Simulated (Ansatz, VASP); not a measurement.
Zn2C in VASP and in Ansatz

The input POSCAR:

```
Zn2C
1.0
    0.0000000000      2.5779490376      2.5779490376
    2.5779490376      0.0000000000      2.5779490376
    2.5779490376      2.5779490376      0.0000000000
C Zn
1 2
Direct
    0.0000000000      0.0000000000      0.0000000000
    0.2500000000      0.2500000000      0.2500000000
    0.7500000000      0.7500000000      0.7500000000
```

INCAR.step1

```
  ALGO = Normal
  EDIFF = 1E-4
  ENCUT = 520
  GGA = PE
  ISMEAR = -1
  LASPH = True
  LCHARG = False
  LREAL = False
  LWAVE = True
  NBANDS = 21
  NELM = 80
  PREC = Accurate
  SIGMA = 0.02
```

File INCAR.step2:

```
  ALGO = Normal
  EDIFF = 1E-6
  ENCUT = 520
  ISIF = 2
  ISMEAR = -1
  ISTART = 1
  LASPH = True
  LCHARG = False
  LMIXTAU = True
  LREAL = False
  LWAVE = False
  METAGGA = R2SCAN
  NBANDS = 21
  NELM = 80
  PREC = Accurate
  SIGMA = 0.02
```

Contents of KPOINTS:

```
k-points
0
Gamma
  6 6 6
```

Input for Ansatz:

```yaml
crystal:
  lattice:
    - [0.0, 2.5779490376, 2.5779490376]
    - [2.5779490376, 0.0, 2.5779490376]
    - [2.5779490376, 2.5779490376, 0.0]
  atoms:
    - { symbol: C, position: [0.0, 0.0, 0.0] }
    - { symbol: Zn, position: [0.25, 0.25, 0.25] }
    - { symbol: Zn, position: [0.75, 0.75, 0.75] }
kpoints:
  mp_grid: { grid: [6, 6, 6] }
hamiltonian:
  xc: r2scan
scf:
  occupations: { method: fermi_dirac, width: 0.02 }
  n_extra_bands: 4
output:
  forces: true
  stress: true
  eigenvalues: true
```

Alike in both runs: task single point; functional r2SCAN; k mesh 6 × 6 × 6; occupations fermi-dirac, width 0.02 eV; no spin polarisation.

|  | VASP | Ansatz |
| --- | --- | --- |
| version | VASP 6.6.1 | Ansatz 0.2.0 |
| potentials or method | VASP PAW PBE potentials, release 64 (C, Zn) | plane waves, PAW |
| plane-wave cutoff (eV) | 520 | 500 |
| valence electrons in the cell | 28 | 28 |

Ansatz gave:

```
pressure (GPa) : -0.2
```

Estimate VASP's values.

pressure (GPa): 0.5.

VASP's potentials were made for PBE, not for r2SCAN.
